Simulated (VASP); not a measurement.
# Al4Te (P4/mmm) in VASP: notebook, part 2 of 2

VASP 6.6.1. Earlier steps stand in the parts before.

## Step 4: Single point, PBE

This run uses another cell than the first one, of 15.38 Å³/atom, 0.710 times its volume.

File INCAR:

```
PREC = Accurate
ENCUT = 520
EDIFF = 1E-7
ISMEAR = 0
SIGMA = 0.1
LREAL = F
LASPH = T
NELM = 100
ALGO = Normal
ISIF = 2
LWAVE = F
LCHARG = F
GGA = PE
NBANDS = 17
```

File KPOINTS:

```
regular mesh
0
Gamma
  6 6 4
```

File POSCAR:

```
Al4Te
1.0
    3.3096339800      0.0000000000      0.0000000000
    0.0000000000      3.3096339800      0.0000000000
    0.0000000000      0.0000000000      7.0207938800
Al Te
4 1
Direct
    0.0000000000      0.0000000000      0.3333333300
    0.0000000000      0.0000000000      0.6666666700
    0.5000000000      0.5000000000      0.3333333300
    0.5000000000      0.5000000000      0.6666666700
    0.0000000000      0.0000000000      0.0000000000
```

Potentials or basis: VASP PAW PBE potentials, release 64 (Al, Te).

On the command line:

```bash
$ cat potpaw_PBE.64/Al/POTCAR potpaw_PBE.64/Te/POTCAR > POTCAR
$ mpirun -np 1 vasp_std > vasp.out
```

OUTCAR:

```text
PREC = Accurate
   ENCUT = 520
   EDIFF = 1E-7
   ISMEAR = 0
   LREAL = F
   LASPH = T
   NELM = 100
   ISIF = 2
   GGA = PE

 ion  position               nearest neighbor table
   1  0.000  0.000  0.333-   5 2.34   3 2.34   3 2.34   3 2.34   3 2.34   2 2.34   4 3.31   4 3.31
                             4 3.31   4 3.31
   2  0.000  0.000  0.667-   5 2.34   4 2.34   4 2.34   4 2.34   4 2.34   1 2.34   3 3.31   3 3.31
                             3 3.31   3 3.31
   3  0.500  0.500  0.333-   1 2.34   1 2.34   1 2.34   1 2.34   4 2.34   5 3.31   5 3.31   5 3.31
                             5 3.31   2 3.31   2 3.31   2 3.31   2 3.31
   4  0.500  0.500  0.667-   2 2.34   2 2.34   2 2.34   2 2.34   3 2.34   5 3.31   5 3.31   5 3.31
                             5 3.31   1 3.31   1 3.31   1 3.31   1 3.31
   5  0.000  0.000  0.000-   1 2.34   2 2.34   3 3.31   4 3.31   3 3.31   4 3.31   3 3.31   4 3.31
                             3 3.31   4 3.31

  LATTYP: Found a simple tetragonal cell.
 ALAT       =     3.3096339800
 C/A-ratio  =     2.1213203401

  Lattice vectors:

 A1 = (   3.3096339800,   0.0000000000,   0.0000000000)
 A2 = (   0.0000000000,   3.3096339800,   0.0000000000)
 A3 = (   0.0000000000,   0.0000000000,   7.0207938800)

[... 180 lines left out ...]

 E-fermi :  10.2686     XC(G=0): -10.8833

 val. band max:       10.2511332485   @ k =   0.3333   0.3333   0.5000
 cond. band min:      10.3092119988   @ k =   0.5000   0.3333   0.0000
 fundamental gap:      0.0580787503
 Fermi energy:        10.2685725201

 k-point     1 :       0.0000    0.0000    0.0000
  band No.  band energies     occupation
      1      -4.1454      2.00000
      2      -0.5535      2.00000
      3       0.2186      2.00000
      4       7.7986      2.00000
      5       8.5934      2.00000
      6       9.1469      2.00000
[... 457 lines left out ...]
      4       2.6069      2.00000
      5       5.4996      2.00000
      6       6.3708      2.00000
[... 9 lines left out ...]
     16      16.4293      0.00000
     17      16.7709      0.00000

 [... further k-points ...]
[... 5 lines left out ...]
  --------------------------------------------------------------------------------------
  -------------------------------------------------------------------------------------
  Total       22.3195739     22.3195739     29.9535943      0.0000000      0.0000000      0.0000000
  in kB      464.9971857    464.9971857    624.0413519      0.0000000      0.0000000      0.0000000
  external PRESSURE =     518.0119078 kB  Pullay stress =       0.0000000 kB

 VOLUME and BASIS-vectors are now :
 -----------------------------------------------------------------------------
  energy-cutoff  :      520.00
  volume of cell :       76.90
      direct lattice vectors                 reciprocal lattice vectors
     3.309633980  0.000000000  0.000000000     0.302148215  0.000000000  0.000000000
     0.000000000  3.309633980  0.000000000     0.000000000  0.302148215  0.000000000
     0.000000000  0.000000000  7.020793880     0.000000000  0.000000000  0.142434035

 POSITION                                       TOTAL-FORCE (eV/Angst)
 -----------------------------------------------------------------------------------
      0.00000      0.00000      2.34026        -0.000000      0.000000      1.216956
      0.00000      0.00000      4.68053        -0.000000      0.000000     -1.216956
      1.65482      1.65482      2.34026        -0.000000      0.000000     -1.989132
      1.65482      1.65482      4.68053         0.000000     -0.000000      1.989132
      0.00000      0.00000      0.00000        -0.000000      0.000000      0.000000
 -----------------------------------------------------------------------------------
    total drift:                               -0.000000     -0.000000      0.000000

  FREE ENERGIE OF THE ION-ELECTRON SYSTEM (eV)
  ---------------------------------------------------
  free  energy   TOTEN  =       -11.5216655233 eV

  energy  without entropy=      -11.5052674633  energy(sigma->0) =      -11.51346649
```

OSZICAR:

```text
N       E                     dE             d eps       ncg     rms          rms(c)
DAV:   1     0.357460754750E+02    0.35746E+02   -0.66897E+03  1020   0.863E+02
DAV:   2    -0.116355798294E+02   -0.47382E+02   -0.44638E+02  1356   0.128E+02
DAV:   3    -0.133981289089E+02   -0.17625E+01   -0.17330E+01  1269   0.219E+01
DAV:   4    -0.134181000715E+02   -0.19971E-01   -0.19961E-01  1273   0.281E+00
DAV:   5    -0.134184328092E+02   -0.33274E-03   -0.33271E-03  1328   0.380E-01    0.923E+00
DAV:   6    -0.116333717631E+02    0.17851E+01   -0.63115E+00  1080   0.123E+01    0.599E+00
DAV:   7    -0.115513948102E+02    0.81977E-01   -0.38671E-01  1137   0.369E+00    0.433E+00
DAV:   8    -0.115226042386E+02    0.28791E-01   -0.10098E-01  1201   0.155E+00    0.100E+00
DAV:   9    -0.115222875747E+02    0.31666E-03   -0.50143E-03  1236   0.385E-01    0.326E-01
DAV:  10    -0.115216753627E+02    0.61221E-03   -0.13804E-03  1090   0.173E-01    0.127E-01
DAV:  11    -0.115216679535E+02    0.74091E-05   -0.13615E-04  1241   0.634E-02    0.385E-02
DAV:  12    -0.115216662028E+02    0.17507E-05   -0.98569E-06  1202   0.177E-02    0.251E-02
DAV:  13    -0.115216655787E+02    0.62409E-06   -0.11021E-06  1237   0.591E-03    0.268E-03
DAV:  14    -0.115216655233E+02    0.55453E-07   -0.22927E-07  1068   0.248E-03
   1 F= -.11521666E+02 E0= -.11513466E+02  d E =-.163981E-01
```

Run time: 21 s. Hardware: 1 thread of Intel Xeon 6975P-C (Granite Rapids), shared host; peak memory 0.21 GiB.

Results:

| Item | Value |
| --- | --- |
| Free energy | -11.5217 eV |
| Pressure | 51.8 GPa |
| Largest force | 1.989 eV/Å |
| Band gap on the k mesh | zero (band 9 reaches 11.91 eV, above the bottom of band 10 at 6.99 eV) |

Forces in eV/Å, atoms in the order of the input:
```
Al   0.000  0.000  1.217
Al   0.000  0.000 -1.217
Al   0.000  0.000 -1.989
Al   0.000  0.000  1.989
Te   0.000  0.000  0.000
```

Caveat: spin-orbit coupling is left out, which moves the levels of the heavy elements; forces of over 1 eV/Å act on the atoms, so gaps and moduli don't describe the material at rest.

## Step 5: Single point, PBE

This run uses another cell than the first one, of 22.18 Å³/atom, 1.024 times its volume.

File INCAR:

```
SYSTEM = Al4Te
  PREC = Accurate
  ENCUT = 520
  EDIFF = 1E-6
  ISMEAR = 0
  SIGMA = 0.1
  LREAL = .FALSE.
  LASPH = .TRUE.
  NELM = 100
  ALGO = Normal
  ISIF = 2
  LWAVE = .FALSE.
  LCHARG = .TRUE.
  GGA = PE
  LELF = .TRUE.
  LVHAR = .TRUE.
  NBANDS = 17
```

File KPOINTS:

```
regular mesh
0
G
  6 6 4
  0 0 0
```

File POSCAR:

```
Al4Te
1.0
    3.5886794020      0.0000000000      0.0000000000
    0.0000000000      3.5886794020      0.0000000000
    0.0000000000      0.0000000000      8.6124202983
Al Te
4 1
Direct
    0.0000000000      0.0000000000      0.3459326570
    0.0000000000      0.0000000000      0.6540673430
    0.5000000000      0.5000000000      0.2094038259
    0.5000000000      0.5000000000      0.7905961741
    0.0000000000      0.0000000000      0.0000000000
```

On the command line:

```bash
$ cat potpaw_PBE.64/Al/POTCAR potpaw_PBE.64/Te/POTCAR > POTCAR
$ mpirun -np 1 vasp_std > vasp.out
```

It took 24 s on 1 thread of Intel Xeon 6975P-C (Granite Rapids), shared host; peak memory 0.23 GiB.

Results (log left out):

```yaml
Free_energy: -16.8046 eV
Pressure: 0.0 GPa
Largest_force: 0.011 eV/Å
Band_gap_on_the_k_mesh: zero (band 9 reaches 8.22 eV, above the bottom of band 10 at 4.65 eV)
```

Forces in eV/Å, atoms in the order of the input:
```
Al   0.000  0.000 -0.011
Al   0.000  0.000  0.011
Al   0.000  0.000  0.007
Al   0.000  0.000 -0.007
Te   0.000  0.000  0.000
```

Stress tensor (GPa, compression positive):
```
-0.06  0.00  0.00
 0.00 -0.06  0.00
 0.00  0.00  0.05
```

Levels at points of the mesh, in eV from the Fermi level:
| k point | band 5 | band 6 | band 7 | band 8 | band 9 | band 10 | band 11 | band 12 | band 13 | band 14 |
| --- | --- | --- | --- | --- | --- | --- | --- | --- | --- | --- |
| (0.00, 0.00, 0.00) | -2.57 | -1.40 | -1.40 | 0.55 | 1.88 | 1.88 | 2.55 | 2.55 | 2.75 | 2.78 |
| (0.50, 0.00, 0.00) | -5.22 | -3.85 | -0.75 | -0.58 | -0.03 | 1.19 | 2.12 | 3.51 | 4.26 | 4.40 |
| (0.50, 0.50, 0.00) | -3.75 | -3.52 | -2.51 | -2.51 | -2.40 | -1.68 | -1.68 | -0.10 | 1.33 | 1.48 |
| (0.00, 0.00, 0.50) | -1.38 | -1.38 | -0.01 | 0.32 | 1.47 | 1.47 | 2.86 | 2.93 | 3.30 | 3.34 |
| (0.50, 0.00, 0.50) | -4.04 | -3.52 | -3.04 | -0.60 | -0.02 | 2.23 | 3.60 | 3.76 | 3.95 | 3.95 |
| (0.50, 0.50, 0.50) | -3.67 | -2.96 | -2.96 | -2.66 | -2.13 | -1.40 | -0.76 | -0.76 | 0.57 | 1.78 |

Caveat: spin-orbit coupling is left out, which moves the levels of the heavy elements.

## Step 6: Overview

| task | cell | k mesh | cutoff (eV) | gap on the mesh (eV) | pressure (GPa) | largest force (eV/Å) |
| --- | --- | --- | --- | --- | --- | --- |
| single point | a = 3.435, b = 3.435, c = 9.182 Å, 5 atoms | 10 × 10 × 6 | 520 | none | 0.0 | - |
| relaxation of cell and atoms | relaxed from a = 3.589, b = 3.589, c = 8.612 Å, 5 atoms | 10 × 10 × 6 | 600 | none | 0.0 | 0.01 |
| single point | a = 3.310, b = 3.310, c = 7.021 Å, 5 atoms | 6 × 6 × 4 | 520 | none | 51.8 | 1.99 |
| single point | a = 3.589, b = 3.589, c = 8.612 Å, 5 atoms | 6 × 6 × 4 | 520 | none | 0.0 | 0.01 |

Alike in all rows: level PBE; potentials or basis VASP PAW PBE potentials, release 64 (Al, Te); no spin polarisation; smearing gaussian 0.1 eV.

Caveats: spin-orbit coupling is left out, which moves the levels of the heavy elements; forces of over 1 eV/Å act on the atoms, so gaps and moduli don't describe the material at rest (some runs).

Absolute energies hang on the potentials; compare differences alone.
